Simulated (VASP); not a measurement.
# Nb2B (P6/mmm) in VASP: further runs

The runs below take Nb2B through single point, relaxation of cell and atoms, with PBE.

Everything below comes from runs of VASP 6.6.1. Logs are shortened: lines on timing, memory, paths and dates and some standing lists are left out, and cuts for length are marked.

### 1 The cell of the first run

The structure is hexagonal, space group P6/mmm (No. 191). The conventional cell has a = 3.940 Å, b = 3.940 Å, c = 3.159 Å, α = 90.00°, β = 90.00°, γ = 120.00°. Nb (site symmetry -6m2) has 3 Nb at 2.27 Å and 3 B at 2.27 Å within 3.0 Å. Within 3.0 Å of B (site symmetry 6/mmm) lie 6 Nb at 2.27 Å.

### 2 Single point, PBE

INCAR reads:

```
PREC = Accurate ; ENCUT = 520
EDIFF = 1E-6 ; ISMEAR = 0
SIGMA = 0.1 ; LREAL = False
LASPH = True ; NELM = 80
ALGO = Normal ; ISIF = 2
LWAVE = False ; LCHARG = False
GGA = PE ; NBANDS = 22
```

KPOINTS reads:

```
regular mesh
0
Gamma
  6 6 6
```

POSCAR reads:

```
Nb2B
1.0
    3.9398468400      0.0000000000      0.0000000000
   -1.9699234200      3.4120074500      0.0000000000
    0.0000000000      0.0000000000      3.1594450100
Nb B
2 1
Direct
    0.3333333300      0.6666666700      0.5000000000
    0.6666666700      0.3333333300      0.5000000000
    0.0000000000      0.0000000000      0.5000000000
```

Potentials or basis: VASP PAW PBE potentials, release 64 (Nb_sv, B).

Started as:

```console
> cat potpaw_PBE.64/Nb_sv/POTCAR potpaw_PBE.64/B/POTCAR > POTCAR
> mpirun -np 1 vasp_std > vasp.out
```

OUTCAR:

```text
PREC = Accurate
   ENCUT = 520
   EDIFF = 1E-6
   ISMEAR = 0
   LREAL = False
   LASPH = True
   NELM = 80
   ISIF = 2
   GGA = PE

 ion  position               nearest neighbor table
   1  0.333  0.667  0.500-   2 2.27   3 2.27   2 2.27   3 2.27   3 2.27   2 2.27
   2  0.667  0.333  0.500-   1 2.27   3 2.27   1 2.27   3 2.27   3 2.27   1 2.27
   3  0.000  0.000  0.500-   1 2.27   2 2.27   1 2.27   2 2.27   2 2.27   1 2.27

  LATTYP: Found a hexagonal cell.
 ALAT       =     3.9398468400
 C/A-ratio  =     0.8019207696

  Lattice vectors:

 A1 = (   3.9398468400,   0.0000000000,   0.0000000000)
 A2 = (  -1.9699234200,   3.4120074500,   0.0000000000)
 A3 = (   0.0000000000,   0.0000000000,   3.1594450100)

Analysis of symmetry for initial positions (statically):
=====================================================================
 Subroutine PRICEL returns:
 Original cell was already a primitive cell.

 Routine SETGRP: Setting up the symmetry group for a
 hexagonal supercell.

 Subroutine GETGRP returns: Found 24 space group operations
 (whereof 24 operations were pure point group operations)
 out of a pool of 24 trial point group operations.

The static configuration has the point symmetry D_6h.

Analysis of symmetry for dynamics (positions and initial velocities):
=====================================================================
 Subroutine PRICEL returns:
 Original cell was already a primitive cell.

 Routine SETGRP: Setting up the symmetry group for a
 hexagonal supercell.

 Subroutine GETGRP returns: Found 24 space group operations
 (whereof 24 operations were pure point group operations)
 out of a pool of 24 trial point group operations.

The dynamic configuration has the point symmetry D_6h.

 Subroutine INISYM returns: Found 24 space group operations
 (whereof 24 operations are pure point group operations),
 and found     1 'primitive' translations

----------------------------------------------------------------------------------------

                                     Primitive cell

  volume of cell :      42.4717

  direct lattice vectors                    reciprocal lattice vectors
     3.939846840  0.000000000  0.000000000     0.253816973  0.146541298  0.000000000
    -1.969923420  3.412007450  0.000000000     0.000000000  0.293082596  0.000000000
     0.000000000  0.000000000  3.159445010     0.000000000  0.000000000  0.316511285

  length of vectors
     3.939846840  3.939846840  3.159445010     0.293082596  0.293082596  0.316511285

  position of ions in fractional coordinates (direct lattice)
     0.333333330  0.666666670  0.500000000
     0.666666670  0.333333330  0.500000000
     0.000000000  0.000000000  0.500000000

  ion indices of the primitive-cell ions
   primitive index   ion index
                 1           1
                 2           2
                 3           3

----------------------------------------------------------------------------------------

 KPOINTS: regular mesh

Automatic generation of k-mesh.
 Grid dimensions read from file:
 generate k-points for:    6    6    6

 Generating k-lattice:

  Cartesian coordinates                     Fractional coordinates (reciprocal lattice)
     0.042302829  0.024423550  0.000000000     0.166666667  0.000000000  0.000000000
     0.000000000  0.048847099  0.000000000     0.000000000  0.166666667  0.000000000
     0.000000000  0.000000000  0.052751881     0.000000000  0.000000000  0.166666667

  Length of vectors
     0.048847099  0.048847099  0.052751881

  Shift w.r.t. Gamma in fractional coordinates (k-lattice)
     0.000000000  0.000000000  0.000000000

 Subroutine IBZKPT returns following result:
 ===========================================

 Found     28 irreducible k-points:

 Following reciprocal coordinates:
            Coordinates               Weight
  0.000000  0.000000  0.000000      1.000000
  0.166667  0.000000  0.000000      6.000000
  0.333333  0.000000  0.000000      6.000000
  0.500000  0.000000  0.000000      3.000000
  0.166667  0.166667  0.000000      6.000000
  0.333333  0.166667  0.000000     12.000000
[... 16 lines left out ...]
  0.166667  0.000000  0.500000      6.000000
  0.333333  0.000000  0.500000      6.000000
 [... further k-points ...]
   k-points           NKPTS =     28   k-points in BZ     NKDIM =     28   number of bands    NBANDS=     22
   number of dos      NEDOS =    301   number of ions     NIONS =      3
   total plane-waves  NPLWV =  21600
   dimension x,y,z NGX =    30 NGY =   30 NGZ =   24
   dimension x,y,z NGXF=    60 NGYF=   60 NGZF=   48
   ions per type =               2   1
   NGX,Y,Z   is equivalent  to a cutoff of  12.66, 12.66, 12.63 a.u.
   NGXF,Y,Z  is equivalent  to a cutoff of  25.32, 25.32, 25.26 a.u.
 SYSTEM =  unknown system
   PREC   = accura    normal or accurate (medium, high low for compatibility)
   ISTART =      0    job   : 0-new  1-cont  2-samecut
   ICHARG =      2    charge: 1-file 2-atom 10-const
   ISPIN  =      1    spin polarized calculation?
   LNONCOLLINEAR =      F non collinear calculations
   LSORBIT =      F    spin-orbit coupling
   LASPH  =      T    aspherical Exc in radial PAW
   ENCUT  =  520.0 eV  38.22 Ry    6.18 a.u.   7.33  7.33  5.87*2*pi/ulx,y,z
   NELM   =     80;   NELMIN=  2; NELMDL= -5     # of ELM steps
   EDIFF  = 0.1E-05   stopping-criterion for ELM
   LREAL  =      F    real-space projection
   EDIFFG = 0.1E-04   stopping-criterion for IOM
   NSW    =      0    number of steps for IOM
   IBRION =     -1    ionic relax: 0-MD 1-quasi-New 2-CG
   NFREE  =      0    steps in history (QN), initial steepest desc. (CG)
   ISIF   =      2    stress and relaxation
   ISYM   =      2    0-nonsym 1-usesym 2-fastsym
   POTIM  = 0.5000    time-step for ionic-motion
   TEBEG  =    0.0;   TEEND  =   0.0 temperature during run
   PSTRESS=    0.0 pullay stress
   NELECT =      29.0000    total number of electrons
   NUPDOWN=      -1.0000    fix difference up-down
   EMIN   =  10.00;   EMAX   =-10.00  energy-range for DOS
[... 5 lines left out ...]
     AMIX     =   0.40;   BMIX     =  1.00
     AMIX_MAG =   1.60;   BMIX_MAG =  1.00
  volume/ion in A,a.u.               =      14.16        95.54
  Fermi-wavevector in a.u.,A,eV,Ry     =   1.441587  2.724204 28.275253  2.078172
  Thomas-Fermi vector in A             =   2.560202
   LORBIT       =      0    0 simple, 1 ext, 2 COOP (PROOUT), +10 PAW based schemes
   GGA     = PE    functional components
   LHFCALC =     F    Hartree Fock is set to
   AEXX    =    0.0000 exact exchange contribution
   IVDW    =     0    specifies the selected vdW correction
   LEPSILON=     F    determine dielectric tensor
   LRPA    =     F    only Hartree local field effects (RPA)
 non-spin polarized calculation
 Gauss-broadening in eV      SIGMA  =   0.10
  energy-cutoff  :      520.00
  volume of cell :       42.47
 maximum number of plane-waves:      1164
 NGX is ok and might be reduce to    30
   NGX = 15   NGY = 15   NGZ = 11

 number of electron      28.9999998 magnetization

 Free energy of the ion-electron system (eV)
  ---------------------------------------------------
  ext. energy  EPLUGINS =         0.00000000
  ---------------------------------------------------
  free energy    TOTEN  =       -22.45083460 eV

  energy without entropy =      -22.44005072  energy(sigma->0) =      -22.44544266

 E-fermi :  10.6772     XC(G=0): -12.2221

 val. band max:       10.6475685902   @ k =   0.3333   0.1667   0.3333
 cond. band min:      10.7299116639   @ k =   0.3333   0.1667   0.5000
 fundamental gap:      0.0823430738
 Fermi energy:        10.6772496839

 k-point     1 :       0.0000    0.0000    0.0000
  band No.  band energies     occupation
      1     -44.7451      2.00000
      2     -43.1652      2.00000
      3     -22.1635      2.00000
      4     -22.1635      2.00000
      5     -20.1211      2.00000
      6     -19.0166      2.00000
[... 14 lines left out ...]
     21      16.7335      0.00000
     22      19.4650      0.00000

 k-point     2 :       0.1667    0.0000    0.0000
  band No.  band energies     occupation
      1     -44.6609      2.00000
      2     -43.2692      2.00000
      3     -22.2578      2.00000
      4     -22.0133      2.00000
      5     -20.0590      2.00000
      6     -19.0855      2.00000
[... 14 lines left out ...]
     21      17.5373      0.00000
     22      18.2417      0.00000

 k-point     3 :       0.3333    0.0000    0.0000
  band No.  band energies     occupation
      1     -44.4392      2.00000
      2     -43.5303      2.00000
      3     -22.4276      2.00000
      4     -21.6684      2.00000
      5     -19.8970      2.00000
      6     -19.3550      2.00000
[... 14 lines left out ...]
     21      16.2246      0.00000
     22      17.0605      0.00000

 k-point     4 :       0.5000    0.0000    0.0000
  band No.  band energies     occupation
      1     -44.2565      2.00000
      2     -43.7325      2.00000
      3     -22.5050      2.00000
      4     -21.4592      2.00000
      5     -19.7653      2.00000
      6     -19.5396      2.00000
[... 14 lines left out ...]
     21      16.2433      0.00000
     22      16.4704      0.00000

 k-point     5 :       0.1667    0.1667    0.0000
  band No.  band energies     occupation
      1     -44.5049      2.00000
      2     -43.4548      2.00000
      3     -22.4260      2.00000
      4     -21.6992      2.00000
      5     -19.9448      2.00000
      6     -19.3407      2.00000
[... 417 lines left out ...]
 k-point    22 :       0.0000    0.0000    0.5000
  band No.  band energies     occupation
      1     -44.7104      2.00000
      2     -43.1378      2.00000
      3     -22.1206      2.00000
      4     -22.1205      2.00000
      5     -20.5539      2.00000
      6     -19.3176      2.00000
[... 14 lines left out ...]
     21      17.1403      0.00000
     22      20.8354      0.00000

 k-point    23 :       0.1667    0.0000    0.5000
  band No.  band energies     occupation
      1     -44.6266      2.00000
      2     -43.2413      2.00000
      3     -22.2136      2.00000
      4     -21.9700      2.00000
      5     -20.4843      2.00000
      6     -19.3948      2.00000
[... 14 lines left out ...]
     21      16.9918      0.00000
     22      19.6305      0.00000

 k-point    24 :       0.3333    0.0000    0.5000
  band No.  band energies     occupation
      1     -44.4059      2.00000
      2     -43.5011      2.00000
      3     -22.3811      2.00000
      4     -21.6234      2.00000
      5     -20.3028      2.00000
      6     -19.5914      2.00000
[... 14 lines left out ...]
     21      16.7768      0.00000
     22      17.2028      0.00000

 [... further k-points ...]

------------------------ aborting loop because EDIFF is reached ----------------------------------------

  FORCE on cell =-STRESS in cart. coord.  units (eV):
  Direction    XX          YY          ZZ          XY          YZ          ZX
  --------------------------------------------------------------------------------------
  -------------------------------------------------------------------------------------
  Total       17.9308715     17.9308715     -1.7924668      0.0000000      0.0000000      0.0000000
  in kB      676.4128810    676.4128808    -67.6178884      0.0000000      0.0000000      0.0000000
  external PRESSURE =     428.4026245 kB  Pullay stress =       0.0000000 kB

 VOLUME and BASIS-vectors are now :
 -----------------------------------------------------------------------------
  energy-cutoff  :      520.00
  volume of cell :       42.47
      direct lattice vectors                 reciprocal lattice vectors
     3.939846840  0.000000000  0.000000000     0.253816973  0.146541298  0.000000000
    -1.969923420  3.412007450  0.000000000     0.000000000  0.293082596  0.000000000
     0.000000000  0.000000000  3.159445010     0.000000000  0.000000000  0.316511285

 POSITION                                       TOTAL-FORCE (eV/Angst)
 -----------------------------------------------------------------------------------
     -0.00000      2.27467      1.57972         0.000000      0.000000     -0.000000
      1.96992      1.13734      1.57972        -0.000000      0.000000      0.000000
      0.00000      0.00000      1.57972         0.000000      0.000000     -0.000000
 -----------------------------------------------------------------------------------
    total drift:                               -0.000000      0.000000      0.000000

  FREE ENERGIE OF THE ION-ELECTRON SYSTEM (eV)
  ---------------------------------------------------
  free  energy   TOTEN  =       -22.4508345980 eV

  energy  without entropy=      -22.4400507235  energy(sigma->0) =      -22.44544266
```

Run time: 15 s. Hardware: 1 thread of Intel Xeon 6975P-C (Granite Rapids), shared host; peak memory 0.16 GiB.

What came out:

* Free energy: -22.4508 eV
* Pressure: 42.8 GPa

Stress tensor (GPa, compression positive):
```
67.64  0.00  0.00
 0.00 67.64  0.00
 0.00  0.00 -6.76
```

Levels at points of the mesh, in eV from the Fermi level:
| k point | band 10 | band 11 | band 12 | band 13 | band 14 | band 15 | band 16 | band 17 | band 18 | band 19 |
| --- | --- | --- | --- | --- | --- | --- | --- | --- | --- | --- |
| (0.00, 0.00, 0.00) | -3.99 | -3.95 | -3.95 | -0.37 | -0.37 | 1.16 | 1.16 | 1.56 | 2.60 | 3.92 |
| (0.50, 0.00, 0.00) | -4.51 | -3.73 | -2.45 | -1.65 | -1.36 | -1.12 | -0.70 | 2.66 | 3.05 | 4.17 |
| (0.00, 0.00, 0.50) | -3.45 | -3.45 | -3.04 | -2.52 | -2.52 | 1.42 | 1.42 | 1.70 | 1.70 | 2.80 |
| (0.50, 0.00, 0.50) | -4.93 | -4.19 | -3.58 | -2.91 | -0.64 | -0.45 | 3.23 | 4.02 | 4.08 | 4.41 |

(Part 1 of 3 ends here.)
